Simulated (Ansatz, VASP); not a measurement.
**Y in VASP and in Ansatz**

Contents of INCAR:

```
PREC = Accurate
ENCUT = 520
EDIFF = 1E-6
ISMEAR = 0
SIGMA = 0.1
LREAL = F
LASPH = T
NELM = 80
ALGO = Normal
ISIF = 2
LWAVE = F
LCHARG = T
GGA = PE
LELF = T
LVHAR = T
NBANDS = 18
```

KPOINTS

```
Automatic mesh
0
Gamma
  6 6 6
```

File POSCAR:

```
Y
1.0
    1.7814190205     -4.9941160817      0.0000000000
    1.7814190205      4.9941160817      0.0000000000
    0.0000000000      0.0000000000      3.8945505483
Y
2
Direct
    0.8670000000      0.1330000000      0.2500000000
    0.1330000000      0.8670000000      0.7500000000
```

Input for Ansatz:

```yaml
crystal:
  lattice:
    - [1.7814190205, -4.9941160817, 0.0]
    - [1.7814190205, 4.9941160817, 0.0]
    - [0.0, 0.0, 3.8945505483]
  atoms:
    - { symbol: "Y", position: [0.867, 0.133, 0.25] }
    - { symbol: "Y", position: [0.133, 0.867, 0.75] }
basis:
  ecutwfc: 420
kpoints:
  mp_grid: { grid: [6, 6, 6] }
hamiltonian:
  xc: pbe
scf:
  occupations: { method: gaussian, width: 0.1 }
  lower_state_search: "off"
output:
  forces: true
  stress: true
  eigenvalues: true
```

Alike in both runs: task single point; functional PBE; k mesh 6 × 6 × 6; occupations gaussian, width 0.1 eV; no spin polarisation.

```csv
,VASP,Ansatz
version,VASP 6.6.1,Ansatz 0.2.0
potentials or method,"VASP PAW PBE potentials, release 64 (Y_sv), cutoff 520 eV","scalar-relativistic, plane waves, PAW"
valence electrons in the cell,22,22
```

Ansatz gave:

```
gap on the k mesh at the Fermi level (eV)                     : none
pressure (GPa)                                                : -0.7
traceless stress, the component that is largest in VASP (GPa) : 2.83
rms of the force components (eV/Å)                            : 0.393
```

Which values does VASP return?

gap on the k mesh at the Fermi level (eV): none; pressure (GPa): -0.8; traceless stress, the component that is largest in VASP (GPa): 2.84; rms of the force components (eV/Å): 0.396.

Atom by atom the forces differ by 0.003 eV/Å (rms over components). A gap of «none» marks a metal or a gap that the smearing closes.
